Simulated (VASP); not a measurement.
Input of a VASP 6.6.1 run:

File INCAR:

```
SYSTEM = Ag
PREC = Accurate ; ENCUT = 520
EDIFF = 1E-6 ; ISMEAR = 0
SIGMA = 0.15 ; LREAL = .FALSE.
LASPH = .TRUE. ; NELM = 60
ALGO = Fast ; ISIF = 2
LWAVE = .FALSE. ; LCHARG = .TRUE.
GGA = PE ; LELF = .TRUE.
LVHAR = .TRUE. ; NBANDS = 18
```

Contents of KPOINTS:

```
regular mesh
0
G
  18 18 10
  0 0 0
```

File POSCAR:

```
Ag
1.0
    2.9299980804      0.0000000000      0.0000000000
   -1.4649990402      2.5374527707      0.0000000000
    0.0000000000      0.0000000000      4.7900000000
Ag
2
Direct
    0.3491729893      0.9031242697      0.2500000000
    0.6666666667      0.3333333333      0.7500000000
```

Potentials or basis: VASP PAW PBE potentials, release 64 (Ag).

Command:

```console
$ cat potpaw_PBE.64/Ag/POTCAR > POTCAR
$ mpirun -np 1 vasp_std > vasp.out
```

(1) Estimate the pressure.

(2) What does it give for the band gap on the k mesh?

## Answers

(1) 3.4 GPa.

(2) zero (bands 11 and 12 overlap by 7.25 eV).

Caveat: the cell differs from its parent crystal (atom 1 (Ag) moved by (-0.300, +0.600) A along x and y); the stress differs along the axes, from -2 to 10 GPa.
